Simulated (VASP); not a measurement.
A run of VASP 6.6.1 is set up as follows.

INCAR

```
SYSTEM = H
ALGO = Normal ; EDIFF = 1E-6
ENCUT = 500 ; GGA = PE
GGA_COMPAT = .FALSE. ; ISIF = 2
ISMEAR = 0 ; LASPH = .TRUE.
LCHARG = .FALSE. ; LREAL = .FALSE.
LWAVE = .FALSE. ; NBANDS = 10
NELM = 120 ; PREC = Accurate
SIGMA = 0.02
```

Contents of KPOINTS:

```
k-points
0
G
  6 6 6
  0 0 0
```

The input POSCAR:

```
H
1.0
    2.6222745785     -2.6398562517      0.0000000000
    2.6222745785      2.6398562517      0.0000000000
    0.0000000000      0.0000000000      3.9512115356
H
4
Direct
    0.9253132105      0.0746867895      0.0580882083
    0.4253132105      0.5746867895      0.4419117917
    0.5746867895      0.4253132105      0.5580882083
    0.0746867895      0.9253132105      0.9419117917
```

Potentials or basis: VASP PAW PBE potentials, release 64 (H).

Launch:

```console
$ cat potpaw_PBE.64/H/POTCAR > POTCAR
$ mpirun -np 1 vasp_std > vasp.out
```

Question: Estimate the pressure.

Answer: -6.1 GPa.

Question: What does it give for the band gap on the k mesh?

Answer: 6.86 eV, indirect (least direct gap 7.42 eV).

Forces on the atoms (eV/Å):
```
H    0.000 -2.976 -1.720
H    0.000 -2.976  1.720
H    0.000  2.976 -1.720
H    0.000  2.976  1.720
```

Caveat: the cell differs from its parent crystal (strained); forces of over 1 eV/Å act on the atoms, so gaps and moduli don't describe the material at rest. A k mesh can miss the band edges.
